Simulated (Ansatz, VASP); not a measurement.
**One calculation of TiO2, two programs**

Contents of INCAR:

```
ALGO     = Normal         # electronic algorithm
EDIFF    = 1E-7           # SCF threshold, eV
ENCUT    = 520            # plane-wave cutoff, eV
GGA      = PS             # functional
ISIF     = 2              # what is computed and relaxed
ISMEAR   = 0              # smearing method
LASPH    = T              # aspherical terms in the spheres
LCHARG   = T              # write CHGCAR
LELF     = T              # ELF
LREAL    = F              # projectors in reciprocal space
LVHAR    = T            
LWAVE    = F              # write WAVECAR
NBANDS   = 33             # bands
NELM     = 80             # most SCF steps
PREC     = Accurate       # precision mode
SIGMA    = 0.05           # smearing width, eV
```

KPOINTS

```
k-points
0
Gamma
  6 6 10
```

The input POSCAR:

```
TiO2
1.0
    4.5912476203      0.0344343572      0.0000000000
    0.0344343572      4.5912476203      0.0000000000
    0.0000000000      0.0000000000      2.9389940195
Ti O
2 4
Direct
    0.0000000000      0.0000000000      0.0000000000
    0.5000000000      0.5000000000      0.5000000000
    0.3044387440      0.3044387440      0.0000000000
    0.1955612560      0.8044387440      0.5000000000
    0.6955612560      0.6955612560      0.0000000000
    0.8044387440      0.1955612560      0.5000000000
```

Input for Ansatz:

```yaml
crystal:
  lattice:
    - [4.5912476203, 0.0344343572, 0.0]
    - [0.0344343572, 4.5912476203, 0.0]
    - [0.0, 0.0, 2.9389940195]
  atoms:
    - { symbol: Ti, position: [0.0, 0.0, 0.0] }
    - { symbol: Ti, position: [0.5, 0.5, 0.5] }
    - { symbol: O, position: [0.304438744, 0.304438744, 0.0] }
    - { symbol: O, position: [0.195561256, 0.804438744, 0.5] }
    - { symbol: O, position: [0.695561256, 0.695561256, 0.0] }
    - { symbol: O, position: [0.804438744, 0.195561256, 0.5] }
basis:
  ecutwfc: 420
kpoints:
  mp_grid: { grid: [6, 6, 10] }
hamiltonian:
  xc: pbesol
scf:
  occupations: { method: gaussian, width: 0.05 }
output:
  forces: true
  stress: true
  eigenvalues: true
```

Change from the starting cell: strain +0.0150 x Voigt [0, 0, 0, 0, 0, 1], atoms carried along.

Alike in both runs: task single point; functional PBEsol; k mesh 6 × 6 × 10; occupations gaussian, width 0.05 eV; no spin polarisation.

|  | VASP | Ansatz |
| --- | --- | --- |
| version | VASP 6.6.1 | Ansatz 0.2.0 |
| potentials or method | VASP PAW PBE potentials, release 64 (Ti_sv, O), cutoff 520 eV | scalar-relativistic, plane waves, PAW |
| valence electrons in the cell | 48 | 48 |

|  | VASP | Ansatz | Ansatz less VASP |
| --- | --- | --- | --- |
| gap on the k mesh at the Fermi level (eV) | 1.84 | 1.87 | +0.028 |
| least direct gap on the mesh (eV) | 1.84 | 1.87 | +0.028 |
| pressure (GPa) | 0.7 | 0.1 | -0.67 |
| traceless stress, the component that is largest in VASP (GPa) | -3.48 | -3.45 | +0.025 |
| rms of the force components (eV/Å) | 0.016 | 0.012 | -0.0036 |

VASP's potentials were made for PBE, not for PBEsol. Atom by atom the forces differ by 0.012 eV/Å (rms over components). With one functional, cell and mesh, what is left measures potentials, basis and numerics.
